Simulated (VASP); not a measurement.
# Mo (Cmcm) in VASP: single point with PBEsol

Aim: the single point of Mo with PBEsol.

Program: VASP 6.6.1. These are calculated values, not measurements. Logs are shortened: lines on timing, memory, paths and dates and some standing lists are left out, and cuts for length are marked.

**1. The cell of the first run**

It takes space group Cmcm (No. 63, orthorhombic). Conventional cell: a = 3.129 Å, b = 4.426 Å, c = 4.426 Å, α = 90.00°, β = 90.00°, γ = 90.00°. Mo (site symmetry m2m) has 14 Mo at 2.71 to 3.18 Å within 3.6 Å.

**2. Single point, PBEsol (atoms displaced along a vibrational mode)**

INCAR reads:

```
ALGO = Fast
EDIFF = 1E-6
ENCUT = 520
GGA = PS
ISIF = 2
ISMEAR = 0
LASPH = True
LCHARG = False
LREAL = False
LWAVE = False
NBANDS = 21
NELM = 80
PREC = Accurate
SIGMA = 0.15
```

KPOINTS reads:

```
k-points
0
Gamma
  24 24 14
```

POSCAR reads:

```
Mo
1.0
   -1.5646534271      1.5646534271      1.5646534271
    1.5646534271     -1.5646534271      1.5646534271
    3.1293068543      3.1293068543      0.0000000000
Mo
2
Direct
   -0.0084736031      0.0084736031      0.0000000000
    0.5084736031      0.4915263969      0.5000000000
```

Potentials or basis: VASP PAW PBE potentials, release 64 (Mo_sv).

The run is started by

```bash
cat potpaw_PBE.64/Mo_sv/POTCAR > POTCAR
mpirun -np 1 vasp_std > vasp.out
```

OUTCAR:

```text
EDIFF = 1E-6
   ENCUT = 520
   GGA = PS
   ISIF = 2
   ISMEAR = 0
   LASPH = True
   LREAL = False
   NELM = 80
   PREC = Accurate

 ion  position               nearest neighbor table
   1  0.992  0.008  0.000-   2 2.71   2 2.71   2 2.71   2 2.71   2 3.08   2 3.08   2 3.18   2 3.18

   2  0.508  0.492  0.500-   1 2.71   1 2.71   1 2.71   1 2.71   1 3.08   1 3.08   1 3.18   1 3.18

  LATTYP: Found a base centered orthorhombic cell.
 ALAT       =     3.1293068542
 B/A-ratio  =     1.4142135624
 C/A-ratio  =     1.4142135624

  Lattice vectors:

 A1 = (  -1.5646534271,   1.5646534271,   1.5646534271)
 A2 = (   1.5646534271,  -1.5646534271,   1.5646534271)
 A3 = (   3.1293068543,   3.1293068543,   0.0000000000)

Analysis of symmetry for initial positions (statically):
=====================================================================
 Subroutine PRICEL returns:
 Original cell was already a primitive cell.

 Routine SETGRP: Setting up the symmetry group for a
 base centered orthorhombic supercell.

 Subroutine GETGRP returns: Found  8 space group operations
 (whereof  4 operations were pure point group operations)
 out of a pool of  8 trial point group operations.

The static configuration has the point symmetry C_2v.
 The point group associated with its full space group is D_2h.

Analysis of symmetry for dynamics (positions and initial velocities):
=====================================================================
 Subroutine PRICEL returns:
 Original cell was already a primitive cell.

 Routine SETGRP: Setting up the symmetry group for a
 base centered orthorhombic supercell.

 Subroutine GETGRP returns: Found  8 space group operations
 (whereof  4 operations were pure point group operations)
 out of a pool of  8 trial point group operations.

The dynamic configuration has the point symmetry C_2v.
 The point group associated with its full space group is D_2h.

 Subroutine INISYM returns: Found  8 space group operations
 (whereof  4 operations are pure point group operations),
 and found     1 'primitive' translations

----------------------------------------------------------------------------------------

                                     Primitive cell

  volume of cell :      30.6439

  direct lattice vectors                    reciprocal lattice vectors
    -1.564653427  1.564653427  1.564653427    -0.159779793  0.159779793  0.319559585
     1.564653427 -1.564653427  1.564653427     0.159779793 -0.159779793  0.319559585
     3.129306854  3.129306854  0.000000000     0.159779793  0.159779793  0.000000000

  length of vectors
     2.710059232  2.710059232  4.425508194     0.391378963  0.391378963  0.225962750

  position of ions in fractional coordinates (direct lattice)
     0.991526397  0.008473603  0.000000000
     0.508473603  0.491526397  0.500000000

  ion indices of the primitive-cell ions
   primitive index   ion index
                 1           1
                 2           2

----------------------------------------------------------------------------------------

 KPOINTS: k-points

Automatic generation of k-mesh.
 Grid dimensions read from file:
 generate k-points for:   24   24   14

 Generating k-lattice:

  Cartesian coordinates                     Fractional coordinates (reciprocal lattice)
    -0.006657491  0.006657491  0.013314983     0.041666667  0.000000000  0.000000000
     0.006657491 -0.006657491  0.013314983     0.000000000  0.041666667  0.000000000
     0.011412842  0.011412842  0.000000000     0.000000000  0.000000000  0.071428571

  Length of vectors
     0.016307457  0.016307457  0.016140196

  Shift w.r.t. Gamma in fractional coordinates (k-lattice)
     0.000000000  0.000000000  0.000000000

 Subroutine IBZKPT returns following result:
 ===========================================

 Found   1256 irreducible k-points:

 Following reciprocal coordinates:
            Coordinates               Weight
  0.000000  0.000000  0.000000      1.000000
  0.041667  0.000000  0.000000      4.000000
  0.083333  0.000000  0.000000      4.000000
  0.125000  0.000000  0.000000      4.000000
  0.166667  0.000000  0.000000      4.000000
  0.208333  0.000000  0.000000      4.000000
[... 16 lines left out ...]
  0.416667  0.041667  0.000000      4.000000
  0.458333  0.041667  0.000000      4.000000
 [... further k-points ...]
   k-points           NKPTS =   1256   k-points in BZ     NKDIM =   1256   number of bands    NBANDS=     21
   number of dos      NEDOS =    301   number of ions     NIONS =      2
   total plane-waves  NPLWV =  14400
   dimension x,y,z NGX =    20 NGY =   20 NGZ =   36
   dimension x,y,z NGXF=    40 NGYF=   40 NGZF=   72
   ions per type =               2
   NGX,Y,Z   is equivalent  to a cutoff of  12.27, 12.27, 13.52 a.u.
   NGXF,Y,Z  is equivalent  to a cutoff of  24.54, 24.54, 27.05 a.u.
 SYSTEM =  unknown system
   PREC   = accura    normal or accurate (medium, high low for compatibility)
   ISTART =      0    job   : 0-new  1-cont  2-samecut
   ICHARG =      2    charge: 1-file 2-atom 10-const
   ISPIN  =      1    spin polarized calculation?
   LNONCOLLINEAR =      F non collinear calculations
   LSORBIT =      F    spin-orbit coupling
   LASPH  =      T    aspherical Exc in radial PAW
   ENCUT  =  520.0 eV  38.22 Ry    6.18 a.u.   5.04  5.04  8.23*2*pi/ulx,y,z
   NELM   =     80;   NELMIN=  2; NELMDL= -5     # of ELM steps
   EDIFF  = 0.1E-05   stopping-criterion for ELM
   LREAL  =      F    real-space projection
   EDIFFG = 0.1E-04   stopping-criterion for IOM
   NSW    =      0    number of steps for IOM
   IBRION =     -1    ionic relax: 0-MD 1-quasi-New 2-CG
   NFREE  =      0    steps in history (QN), initial steepest desc. (CG)
   ISIF   =      2    stress and relaxation
   ISYM   =      2    0-nonsym 1-usesym 2-fastsym
   POTIM  = 0.5000    time-step for ionic-motion
   TEBEG  =    0.0;   TEEND  =   0.0 temperature during run
   PSTRESS=    0.0 pullay stress
   NELECT =      28.0000    total number of electrons
   NUPDOWN=      -1.0000    fix difference up-down
   EMIN   =  10.00;   EMAX   =-10.00  energy-range for DOS
   EFERMI =   0.00;   METHOD = LEGACY
   ISMEAR =     0;   SIGMA  =   0.15  broadening in eV -4-tet -1-fermi 0-gaus
   EFERMI_NEDOS =   21; number of points for ismear=-14 and -15
   IALGO  =     68    algorithm
   IMIX   =      4    mixing-type and parameters
     AMIX     =   0.40;   BMIX     =  1.00
     AMIX_MAG =   1.60;   BMIX_MAG =  1.00
  volume/ion in A,a.u.               =      15.32       103.40
  Fermi-wavevector in a.u.,A,eV,Ry     =   1.588593  3.002006 34.336047  2.523628
  Thomas-Fermi vector in A             =   2.687573
   LORBIT       =      0    0 simple, 1 ext, 2 COOP (PROOUT), +10 PAW based schemes
   GGA     = PS    functional components
   LHFCALC =     F    Hartree Fock is set to
   AEXX    =    0.0000 exact exchange contribution
   IVDW    =     0    specifies the selected vdW correction
   LEPSILON=     F    determine dielectric tensor
   LRPA    =     F    only Hartree local field effects (RPA)
 non-spin polarized calculation
 RMM-DIIS sequential band-by-band and
 Gauss-broadening in eV      SIGMA  =   0.15
  energy-cutoff  :      520.00
  volume of cell :       30.64
 maximum number of plane-waves:       854
   NGX = 11   NGY = 11   NGZ = 17

 number of electron      27.9999999 magnetization

 Free energy of the ion-electron system (eV)
  ---------------------------------------------------
  ext. energy  EPLUGINS =         0.00000000
  ---------------------------------------------------
  free energy    TOTEN  =       -23.54374821 eV

  energy without entropy =      -23.52914034  energy(sigma->0) =      -23.53644428

 E-fermi :  12.8108     XC(G=0): -13.6417

 val. band max:       12.8103607941   @ k =   0.5000   0.0833   0.4286
 cond. band min:      12.8121770997   @ k =  -0.3750   0.2917   0.3571
 fundamental gap:      0.0018163056
 Fermi energy:        12.8108155107

 k-point     1 :       0.0000    0.0000    0.0000
  band No.  band energies     occupation
      1     -48.4055      2.00000
      2     -48.1161      2.00000
      3     -23.1456      2.00000
      4     -22.1201      2.00000
      5     -21.6627      2.00000
      6     -21.6464      2.00000
[... 13 lines left out ...]
     20      17.6816      0.00000
     21      24.7779      0.00000

 k-point     2 :       0.0417    0.0000    0.0000
  band No.  band energies     occupation
      1     -48.4019      2.00000
      2     -48.1149      2.00000
      3     -23.1374      2.00000
      4     -22.1278      2.00000
      5     -21.6739      2.00000
      6     -21.6670      2.00000
[... 13 lines left out ...]
     20      17.8304      0.00000
     21      24.8505      0.00000

 k-point     3 :       0.0833    0.0000    0.0000
  band No.  band energies     occupation
      1     -48.3913      2.00000
      2     -48.1114      2.00000
      3     -23.1131      2.00000
      4     -22.1525      2.00000
      5     -21.7287      2.00000
      6     -21.7035      2.00000
[... 13 lines left out ...]
     20      18.2705      0.00000
     21      25.0282      0.00000

 k-point     4 :       0.1250    0.0000    0.0000
  band No.  band energies     occupation
      1     -48.3741      2.00000
      2     -48.1059      2.00000
      3     -23.0732      2.00000
      4     -22.1983      2.00000
      5     -21.8262      2.00000
      6     -21.7426      2.00000
[... 13 lines left out ...]
     20      18.9432      0.00000
     21      24.2587      0.00000

 k-point     5 :       0.1667    0.0000    0.0000
  band No.  band energies     occupation
      1     -48.3511      2.00000
      2     -48.0992      2.00000
      3     -23.0189      2.00000
      4     -22.2690      2.00000
      5     -21.9522      2.00000
      6     -21.7805      2.00000
[... 13 lines left out ...]
     20      19.7592      0.00000
     21      23.9622      0.00000

 k-point     6 :       0.2083    0.0000    0.0000
  band No.  band energies     occupation
      1     -48.3235      2.00000
      2     -48.0922      2.00000
      3     -22.9514      2.00000
      4     -22.3630      2.00000
      5     -22.0975      2.00000
      6     -21.8099      2.00000
[... 13 lines left out ...]
     20      20.6541      0.00000
     21      23.6406      0.00000

 k-point     7 :       0.2500    0.0000    0.0000
  band No.  band energies     occupation
      1     -48.2926      2.00000
      2     -48.0859      2.00000
      3     -22.8725      2.00000
      4     -22.4724      2.00000
      5     -22.2520      2.00000
      6     -21.8289      2.00000
[... 13 lines left out ...]
     20      21.5897      0.00000
     21      23.3408      0.00000
[... 291 lines left out ...]
      1     -48.2441      2.00000
      2     -48.0875      2.00000
      3     -22.7264      2.00000
      4     -22.5933      2.00000
      5     -22.4267      2.00000
      6     -21.9134      2.00000
[... 13 lines left out ...]
     20      22.8742      0.00000
     21      22.9848      0.00000

 k-point    21 :       0.3333    0.0417    0.0000
  band No.  band energies     occupation
      1     -48.2104      2.00000
      2     -48.0869      2.00000
      3     -22.6966      2.00000
      4     -22.6269      2.00000
      5     -22.5674      2.00000
      6     -21.9853      2.00000
[... 13 lines left out ...]
     20      22.9408      0.00000
     21      23.1918      0.00000

 k-point    22 :       0.3750    0.0417    0.0000
  band No.  band energies     occupation
      1     -48.1782      2.00000
      2     -48.0900      2.00000
      3     -22.7828      2.00000
      4     -22.6883      2.00000
      5     -22.5236      2.00000
      6     -22.0648      2.00000
[... 13 lines left out ...]
     20      22.1556      0.00000
     21      23.2567      0.00000

 k-point    23 :       0.4167    0.0417    0.0000
  band No.  band energies     occupation
      1     -48.1489      2.00000
      2     -48.0974      2.00000
      3     -22.8445      2.00000
      4     -22.7824      2.00000
      5     -22.4195      2.00000
      6     -22.1508      2.00000
[... 13 lines left out ...]
     20      21.1705      0.00000
     21      23.7457      0.00000

 k-point    24 :       0.4583    0.0417    0.0000
  band No.  band energies     occupation
      1     -48.1244      2.00000
      2     -48.1087      2.00000
      3     -22.8783      2.00000
      4     -22.8431      2.00000
      5     -22.3212      2.00000
      6     -22.2378      2.00000
[... 13 lines left out ...]
     20      20.1571      0.00000
     21      24.4475      0.00000

 [... further k-points ...]

------------------------ aborting loop because EDIFF is reached ----------------------------------------

  FORCE on cell =-STRESS in cart. coord.  units (eV):
  Direction    XX          YY          ZZ          XY          YZ          ZX
  --------------------------------------------------------------------------------------
  -------------------------------------------------------------------------------------
  Total        0.1569746      0.1569746      0.1276323      0.0910973      0.0000000      0.0000000
  in kB        8.2072110      8.2072110      6.6730874      4.7629039      0.0000000      0.0000000
  external PRESSURE =       7.6958365 kB  Pullay stress =       0.0000000 kB

 VOLUME and BASIS-vectors are now :
 -----------------------------------------------------------------------------
  energy-cutoff  :      520.00
  volume of cell :       30.64
      direct lattice vectors                 reciprocal lattice vectors
    -1.564653427  1.564653427  1.564653427    -0.159779793  0.159779793  0.319559585
     1.564653427 -1.564653427  1.564653427     0.159779793 -0.159779793  0.319559585
     3.129306854  3.129306854  0.000000000     0.159779793  0.159779793  0.000000000

 POSITION                                       TOTAL-FORCE (eV/Angst)
 -----------------------------------------------------------------------------------
     -1.53814      1.53814      1.56465        -0.357665      0.357665      0.000000
      1.53814      1.59117      1.56465         0.357665     -0.357665      0.000000
 -----------------------------------------------------------------------------------
    total drift:                               -0.000000     -0.000000      0.000000

  FREE ENERGIE OF THE ION-ELECTRON SYSTEM (eV)
  ---------------------------------------------------
  free  energy   TOTEN  =       -23.5437482084 eV

  energy  without entropy=      -23.5291403433  energy(sigma->0) =      -23.53644428
```

It took 9.2 min on 1 thread of Oxide Virtual Turin-like, shared host; peak memory 0.63 GiB.

What came out:

```
Free energy            : -23.5437 eV
Pressure               : 0.8 GPa
Largest force          : 0.506 eV/Å
Band gap on the k mesh : zero (bands 14 and 15 overlap by 2.92 eV)
```

Forces in eV/Å, atoms in the order of the input:
```
Mo  -0.358  0.358  0.000
Mo   0.358 -0.358  0.000
```

Stress tensor (GPa, compression positive):
```
0.82 0.48 0.00
0.48 0.82 0.00
0.00 0.00 0.67
```

Levels at points of the mesh, in eV from the Fermi level:
```csv
k point,band 12,band 13,band 14,band 15,band 16,band 17
"(0.00, 0.00, 0.00)",-1.44,-1.41,-1.41,1.63,1.65,1.67
"(0.50, 0.00, 0.00)",-2.89,-1.80,-1.70,0.98,1.67,2.48
"(0.50, 0.50, 0.00)",-3.52,1.62,1.70,2.31,4.10,4.11
"(0.00, 0.00, 0.50)",-2.61,-1.63,-1.63,1.06,1.06,1.09
"(0.50, 0.00, 0.50)",-3.52,1.64,1.64,1.70,1.70,2.36
"(0.50, 0.50, 0.50)",-3.45,-0.82,-0.82,0.31,0.31,4.49
```

Caveat: the cell differs from its parent crystal (atoms displaced along a vibrational mode); the PAW data sets were made with another functional, which shifts forces and pressure a little.
